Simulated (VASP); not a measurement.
# Sn4H (P-43m) in VASP: relaxation of cell and atoms with PBE

Aim: the relaxation of cell and atoms of Sn4H with PBE.

Everything below comes from runs of VASP 6.6.1. Logs are shortened: lines on timing, memory, paths and dates and some standing lists are left out, and cuts for length are marked.

### Step 1. The cell of the first run

Symmetry: P-43m, No. 215, cubic system. Conventional cell: a = 4.902 Å, b = 4.902 Å, c = 4.902 Å, α = 90.00°, β = 90.00°, γ = 90.00°. Within 2.9 Å of Sn (site symmetry 3m) lie 1 H at 2.22 Å. Within 2.9 Å of H (site symmetry -43m) lie 4 Sn at 2.22 Å.

### Step 2. Relaxation of cell and atoms, PBE

The input, INCAR:

```
SYSTEM = Sn4H
PREC = Accurate
ENCUT = 600
EDIFF = 1E-7
ISMEAR = 0
SIGMA = 0.1
LREAL = .FALSE.
LASPH = .TRUE.
NELM = 60
ALGO = Normal
ISIF = 3
LWAVE = .FALSE.
LCHARG = .FALSE.
GGA = PE
IBRION = 2
NSW = 100
EDIFFG = -0.01
```

The input, KPOINTS:

```
Automatic mesh
0
G
  6 6 6
  0 0 0
```

The input, POSCAR:

```
Sn4H
1.0
    4.9021434965      0.0000000000      0.0000000000
    0.0000000000      4.9021434965      0.0000000000
    0.0000000000      0.0000000000      4.9021434965
Sn H
4 1
Direct
    0.7382488289      0.2617511711      0.7382488289
    0.2617511711      0.7382488289      0.7382488289
    0.7382488289      0.7382488289      0.2617511711
    0.2617511711      0.2617511711      0.2617511711
    0.0000000000      0.0000000000      0.0000000000
```

Potentials or basis: VASP PAW PBE potentials, release 64 (Sn_d, H).

Started as:

```console
> cat potpaw_PBE.64/Sn_d/POTCAR potpaw_PBE.64/H/POTCAR > POTCAR
> mpirun -np 1 vasp_std > vasp.out
```

OUTCAR:

```text
SYSTEM = Sn4H
   PREC = Accurate
   ENCUT = 600
   EDIFF = 1E-7
   ISMEAR = 0
   LREAL = .FALSE.
   LASPH = .TRUE.
   NELM = 60
   ISIF = 3
   GGA = PE
   IBRION = 2
   NSW = 100
   EDIFFG = -0.01

 ion  position               nearest neighbor table
   1  0.738  0.262  0.738-   5 2.22   3 3.30   4 3.30   2 3.30   2 3.47   4 3.47   3 3.47   4 3.47
                             2 3.47   3 3.47   3 3.63   4 3.63   2 3.63
   2  0.262  0.738  0.738-   5 2.22   3 3.30   4 3.30   1 3.30   1 3.47   4 3.47   3 3.47   4 3.47
                             1 3.47   3 3.47   3 3.63   4 3.63   1 3.63
   3  0.738  0.738  0.262-   5 2.22   2 3.30   4 3.30   1 3.30   2 3.47   4 3.47   1 3.47   4 3.47
                             1 3.47   2 3.47   4 3.63   2 3.63   1 3.63
   4  0.262  0.262  0.262-   5 2.22   2 3.30   3 3.30   1 3.30   1 3.47   2 3.47   2 3.47   3 3.47
                             1 3.47   3 3.47   2 3.63   1 3.63   3 3.63
   5  0.000  0.000  0.000-   1 2.22   2 2.22   3 2.22   4 2.22

  LATTYP: Found a simple cubic cell.
 ALAT       =     4.9021434965

  Lattice vectors:

 A1 = (   4.9021434965,   0.0000000000,   0.0000000000)
 A2 = (   0.0000000000,   4.9021434965,   0.0000000000)
 A3 = (   0.0000000000,   0.0000000000,   4.9021434965)

Analysis of symmetry for initial positions (statically):
=====================================================================
 Subroutine PRICEL returns:
 Original cell was already a primitive cell.

 Routine SETGRP: Setting up the symmetry group for a
 simple cubic supercell.

 Subroutine GETGRP returns: Found 24 space group operations
 (whereof 24 operations were pure point group operations)
 out of a pool of 48 trial point group operations.

The static configuration has the point symmetry T_d .

Analysis of symmetry for dynamics (positions and initial velocities):
=====================================================================
 Subroutine PRICEL returns:
 Original cell was already a primitive cell.

 Routine SETGRP: Setting up the symmetry group for a
 simple cubic supercell.

 Subroutine GETGRP returns: Found 24 space group operations
 (whereof 24 operations were pure point group operations)
 out of a pool of 48 trial point group operations.

The dynamic configuration has the point symmetry T_d .

 Subroutine INISYM returns: Found 24 space group operations
 (whereof 24 operations are pure point group operations),
 and found     1 'primitive' translations

----------------------------------------------------------------------------------------

                                     Primitive cell

  volume of cell :     117.8035

  direct lattice vectors                    reciprocal lattice vectors
     4.902143496  0.000000000  0.000000000     0.203992397  0.000000000  0.000000000
     0.000000000  4.902143496  0.000000000     0.000000000  0.203992397  0.000000000
     0.000000000  0.000000000  4.902143496     0.000000000  0.000000000  0.203992397

  length of vectors
     4.902143496  4.902143496  4.902143496     0.203992397  0.203992397  0.203992397

  position of ions in fractional coordinates (direct lattice)
     0.738248829  0.261751171  0.738248829
     0.261751171  0.738248829  0.738248829
     0.738248829  0.738248829  0.261751171
     0.261751171  0.261751171  0.261751171
     0.000000000  0.000000000  0.000000000

  ion indices of the primitive-cell ions
   primitive index   ion index
                 1           1
                 2           2
                 3           3
                 4           4
                 5           5

----------------------------------------------------------------------------------------

 KPOINTS: Automatic mesh

Automatic generation of k-mesh.
 Grid dimensions read from file:
 generate k-points for:    6    6    6

 Generating k-lattice:

  Cartesian coordinates                     Fractional coordinates (reciprocal lattice)
     0.033998733  0.000000000  0.000000000     0.166666667  0.000000000  0.000000000
     0.000000000  0.033998733  0.000000000     0.000000000  0.166666667  0.000000000
     0.000000000  0.000000000  0.033998733     0.000000000  0.000000000  0.166666667

  Length of vectors
     0.033998733  0.033998733  0.033998733

  Shift w.r.t. Gamma in fractional coordinates (k-lattice)
     0.000000000  0.000000000  0.000000000

 Subroutine IBZKPT returns following result:
 ===========================================

 Found     20 irreducible k-points:

 Following reciprocal coordinates:
            Coordinates               Weight
  0.000000  0.000000  0.000000      1.000000
  0.166667  0.000000  0.000000      6.000000
  0.333333  0.000000  0.000000      6.000000
  0.500000  0.000000  0.000000      3.000000
  0.166667  0.166667  0.000000     12.000000
  0.333333  0.166667  0.000000     24.000000
[... 12 lines left out ...]
  0.500000  0.500000  0.333333      6.000000
  0.500000  0.500000  0.500000      1.000000
   k-points           NKPTS =     20   k-points in BZ     NKDIM =     20   number of bands    NBANDS=     34
   number of dos      NEDOS =    301   number of ions     NIONS =      5
   total plane-waves  NPLWV =  64000
   dimension x,y,z NGX =    40 NGY =   40 NGZ =   40
   dimension x,y,z NGXF=    80 NGYF=   80 NGZF=   80
   ions per type =               4   1
   NGX,Y,Z   is equivalent  to a cutoff of  13.57, 13.57, 13.57 a.u.
   NGXF,Y,Z  is equivalent  to a cutoff of  27.13, 27.13, 27.13 a.u.
 SYSTEM =  Sn4H
   PREC   = accura    normal or accurate (medium, high low for compatibility)
   ISTART =      0    job   : 0-new  1-cont  2-samecut
   ICHARG =      2    charge: 1-file 2-atom 10-const
   ISPIN  =      1    spin polarized calculation?
   LNONCOLLINEAR =      F non collinear calculations
   LSORBIT =      F    spin-orbit coupling
   LASPH  =      T    aspherical Exc in radial PAW
   ENCUT  =  600.0 eV  44.10 Ry    6.64 a.u.   9.79  9.79  9.79*2*pi/ulx,y,z
   NELM   =     60;   NELMIN=  2; NELMDL= -5     # of ELM steps
   EDIFF  = 0.1E-06   stopping-criterion for ELM
   LREAL  =      F    real-space projection
   EDIFFG = -.1E-01   stopping-criterion for IOM
   NSW    =    100    number of steps for IOM
   IBRION =      2    ionic relax: 0-MD 1-quasi-New 2-CG
   NFREE  =      1    steps in history (QN), initial steepest desc. (CG)
   ISIF   =      3    stress and relaxation
   ISYM   =      2    0-nonsym 1-usesym 2-fastsym
   POTIM  = 0.5000    time-step for ionic-motion
   TEBEG  =    0.0;   TEEND  =   0.0 temperature during run
   PSTRESS=    0.0 pullay stress
   NELECT =      57.0000    total number of electrons
   NUPDOWN=      -1.0000    fix difference up-down
   EMIN   =  10.00;   EMAX   =-10.00  energy-range for DOS
   EFERMI =   0.00;   METHOD = LEGACY
   ISMEAR =     0;   SIGMA  =   0.10  broadening in eV -4-tet -1-fermi 0-gaus
   EFERMI_NEDOS =   21; number of points for ismear=-14 and -15
   IALGO  =     38    algorithm
   IMIX   =      4    mixing-type and parameters
     AMIX     =   0.40;   BMIX     =  1.00
     AMIX_MAG =   1.60;   BMIX_MAG =  1.00
  volume/ion in A,a.u.               =      23.56       159.00
  Fermi-wavevector in a.u.,A,eV,Ry     =   1.285229  2.428730 22.474279  1.651813
  Thomas-Fermi vector in A             =   2.417375
   LORBIT       =      0    0 simple, 1 ext, 2 COOP (PROOUT), +10 PAW based schemes
   GGA     = PE    functional components
   LHFCALC =     F    Hartree Fock is set to
   AEXX    =    0.0000 exact exchange contribution
   IVDW    =     0    specifies the selected vdW correction
   LEPSILON=     F    determine dielectric tensor
   LRPA    =     F    only Hartree local field effects (RPA)
 conjugate gradient relaxation of ions
 non-spin polarized calculation
 Gauss-broadening in eV      SIGMA  =   0.10
  energy-cutoff  :      600.00
  volume of cell :      117.80
 maximum number of plane-waves:      3948
 NGX is ok and might be reduce to    40
   NGX = 19   NGY = 19   NGZ = 19

--------------------------------------- Ionic step        1  -------------------------------------------

 number of electron      56.9999970 magnetization

 Free energy of the ion-electron system (eV)
  ---------------------------------------------------
  ext. energy  EPLUGINS =         0.00000000
  ---------------------------------------------------
  free energy    TOTEN  =       -17.54778279 eV

  energy without entropy =      -17.52139209  energy(sigma->0) =      -17.53458744

------------------------ aborting loop because EDIFF is reached ----------------------------------------

  FORCE on cell =-STRESS in cart. coord.  units (eV):
  Direction    XX          YY          ZZ          XY          YZ          ZX
  --------------------------------------------------------------------------------------
  -------------------------------------------------------------------------------------
  Total        0.2930756      0.2930756      0.2930756      0.0000000      0.0000000     -0.0000000
  in kB        3.9859526      3.9859526      3.9859526      0.0000000      0.0000000     -0.0000000
  external PRESSURE =       3.9859526 kB  Pullay stress =       0.0000000 kB

 VOLUME and BASIS-vectors are now :
 -----------------------------------------------------------------------------
  energy-cutoff  :      600.00
  volume of cell :      117.80
      direct lattice vectors                 reciprocal lattice vectors
     4.902143496  0.000000000  0.000000000     0.203992397  0.000000000  0.000000000
     0.000000000  4.902143496  0.000000000     0.000000000  0.203992397  0.000000000
     0.000000000  0.000000000  4.902143496     0.000000000  0.000000000  0.203992397

 POSITION                                       TOTAL-FORCE (eV/Angst)
 -----------------------------------------------------------------------------------
      3.61900      1.28314      3.61900         0.014792     -0.014792      0.014792
      1.28314      3.61900      3.61900        -0.014792      0.014792      0.014792
      3.61900      3.61900      1.28314         0.014792      0.014792     -0.014792
      1.28314      1.28314      1.28314        -0.014792     -0.014792     -0.014792
      0.00000      0.00000      0.00000        -0.000000     -0.000000     -0.000000
 -----------------------------------------------------------------------------------
    total drift:                                0.000000      0.000000      0.000000

  FREE ENERGIE OF THE ION-ELECTRON SYSTEM (eV)
  ---------------------------------------------------
  free  energy   TOTEN  =       -17.5477827860 eV
[... 65 lines left out ...]
 POSITION                                       TOTAL-FORCE (eV/Angst)
 -----------------------------------------------------------------------------------
      3.63107      1.28635      3.63107         0.008683     -0.008683      0.008683
      1.28635      3.63107      3.63107        -0.008683      0.008683      0.008683
      3.63107      3.63107      1.28635         0.008683      0.008683     -0.008683
      1.28635      1.28635      1.28635        -0.008683     -0.008683     -0.008683
      0.00000      0.00000      0.00000        -0.000000     -0.000000     -0.000000
 -----------------------------------------------------------------------------------
    total drift:                                0.000000      0.000000      0.000000

  FREE ENERGIE OF THE ION-ELECTRON SYSTEM (eV)
  ---------------------------------------------------
  free  energy   TOTEN  =       -17.5492016033 eV

  energy  without entropy=      -17.5241179963  energy(sigma->0) =      -17.53665980

--------------------------------------- Ionic step        4  -------------------------------------------

 number of electron      56.9999969 magnetization

 Free energy of the ion-electron system (eV)
  ---------------------------------------------------
  ext. energy  EPLUGINS =         0.00000000
  ---------------------------------------------------
  free energy    TOTEN  =       -17.54924133 eV

  energy without entropy =      -17.52411604  energy(sigma->0) =      -17.53667868

 E-fermi :   7.2669     XC(G=0): -10.0649

 val. band max:        7.2605025341   @ k =   0.5000   0.3333   0.0000
 cond. band min:       7.2974004080   @ k =   0.5000   0.3333   0.1667
 fundamental gap:      0.0368978739
 Fermi energy:         7.2668622010

 k-point     1 :       0.0000    0.0000    0.0000
  band No.  band energies     occupation
      1     -14.3706      2.00000
      2     -14.3328      2.00000
      3     -14.3328      2.00000
      4     -14.2971      2.00000
      5     -14.2971      2.00000
      6     -14.2971      2.00000
[... 26 lines left out ...]
     33       9.2288      0.00000
     34       9.2288      0.00000
[... 714 lines left out ...]
 VOLUME and BASIS-vectors are now :
 -----------------------------------------------------------------------------
  energy-cutoff  :      600.00
  volume of cell :      118.90
      direct lattice vectors                 reciprocal lattice vectors
     4.917241008  0.000000000 -0.000000000     0.203366074  0.000000000 -0.000000000
     0.000000000  4.917241008  0.000000000    -0.000000000  0.203366074 -0.000000000
     0.000000000  0.000000000  4.917241008     0.000000000 -0.000000000  0.203366074

 POSITION                                       TOTAL-FORCE (eV/Angst)
 -----------------------------------------------------------------------------------
      3.63138      1.28586      3.63138         0.005751     -0.005751      0.005751
      1.28586      3.63138      3.63138        -0.005751      0.005751      0.005751
      3.63138      3.63138      1.28586         0.005751      0.005751     -0.005751
      1.28586      1.28586      1.28586        -0.005751     -0.005751     -0.005751
      4.91724      4.91724      4.91724        -0.000000     -0.000000     -0.000000
 -----------------------------------------------------------------------------------
    total drift:                                0.000000      0.000000      0.000000

  FREE ENERGIE OF THE ION-ELECTRON SYSTEM (eV)
  ---------------------------------------------------
  free  energy   TOTEN  =       -17.5492413317 eV

  energy  without entropy=      -17.5241160354  energy(sigma->0) =      -17.53667868

 reached required accuracy - stopping structural energy minimisation
```

Run time: 2.7 min. Hardware: 1 thread of Intel Xeon Platinum 8488C (Sapphire Rapids), shared host; peak memory 0.28 GiB.

What came out:

* Free energy: -17.5492 eV
* Relaxed volume: 23.78 Å³/atom
* Relaxed cell: a = 4.917 Å, b = 4.917 Å, c = 4.917 Å, α = 90.00°, β = 90.00°, γ = 90.00°
* Space group after relaxing (to 0.1 Å): P-43m (No. 215)
* Energy gained by relaxing: 0.3 meV/atom
* Ionic steps: 4
* Pressure after relaxing: 0.0 GPa
* Largest force after relaxing: 0.010 eV/Å
* Band gap on the k mesh: zero (an odd number of electrons rules out a gap without spin polarisation)

Forces in eV/Å, atoms in the order of the input:
```
Sn   0.006 -0.006  0.006
Sn  -0.006  0.006  0.006
Sn   0.006  0.006 -0.006
Sn  -0.006 -0.006 -0.006
H    0.000  0.000  0.000
```

The path:
```
step  energy change (eV)  largest force (eV/Å)  pressure (GPa)  volume (Å³)
   1              0.0000                0.0256            0.40       117.80
   2             -0.0014                0.0161            0.02       118.81
   3             -0.0014                0.0150           -0.01       118.91
   4             -0.0015                0.0100           -0.01       118.90
```

Final structure:
```
Sn H
1.0
     4.91724    0.00000    0.00000
     0.00000    4.91724    0.00000
     0.00000    0.00000    4.91724
Sn H
4 1
Direct
  0.73850 0.26150 0.73850
  0.26150 0.73850 0.73850
  0.73850 0.73850 0.26150
  0.26150 0.26150 0.26150
  0.00000 0.00000 0.00000
```

Levels at points of the mesh, in eV from the Fermi level:
| k point | band 26 | band 27 | band 28 | band 29 | band 30 | band 31 |
| --- | --- | --- | --- | --- | --- | --- |
| (0.00, 0.00, 0.00) | -3.30 | -3.30 | 1.60 | 1.60 | 1.60 | 1.62 |
| (0.50, 0.00, 0.00) | -2.01 | -1.82 | -1.30 | -0.25 | -0.25 | 2.21 |
| (0.50, 0.50, 0.00) | -0.87 | -0.87 | -0.80 | -0.80 | -0.31 | 0.07 |
| (0.50, 0.50, 0.50) | -4.25 | -4.25 | -4.25 | 3.65 | 5.00 | 5.00 |

Caveat: spin-orbit coupling is left out, which moves the levels of the heavy elements.

The gap in the log of VASP goes by the Fermi energy; the results here count the filled bands.